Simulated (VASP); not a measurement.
Set up this calculation in VASP 6.6.1, as the native input.

* Task: single point
* Functional: PBE
* Potentials or basis: VASP PAW PBE potentials, release 64 (Re)
* Cutoff: 520 eV
* k mesh: 13 × 13 × 7
* Occupations: fermi-dirac, width 0.2 eV
* Spin: no spin polarisation
* Dipole correction: no
* Further INCAR settings: ALGO = Normal; EDIFF = 1e-07; NBANDS = 14

The structure of Re lies in POSCAR:

```
Re
1.0
    2.7768706464      0.0000000000      0.0000000000
   -1.3884353232      2.4048405228      0.0000000000
    0.0000000000      0.0000000000      4.4788142384
Re
2
Direct
    0.3333333333      0.6666666667      0.2500000000
    0.6666666667      0.3333333333      0.7500000000
```

The input as run:

INCAR

```
PREC = Accurate ; ENCUT = 520
EDIFF = 1E-7 ; ISMEAR = -1
SIGMA = 0.2 ; LREAL = False
LASPH = True ; NELM = 60
ALGO = Normal ; ISIF = 2
LWAVE = False ; LCHARG = False
GGA = PE ; NBANDS = 14
```

KPOINTS

```
regular mesh
0
Gamma
  13 13 7
```

Potentials or basis: VASP PAW PBE potentials, release 64 (Re).

Launch:

```bash
$ cat potpaw_PBE.64/Re/POTCAR > POTCAR
$ mpirun -np 1 vasp_std > vasp.out
```

Results of the run:

```yaml
Pressure: 0.1 GPa
Band_gap_on_the_k_mesh: zero (band 7 reaches 8.84 eV, above the bottom of band 8 at 6.14 eV)
```

Caveat: spin-orbit coupling is left out, which moves the levels of the heavy elements.

Run time: 34 s on 1 thread of Intel(R) Xeon(R) Platinum 8375C CPU @ 2.90GHz (Ice Lake), with other jobs on the host, peak memory 0.17 GiB.
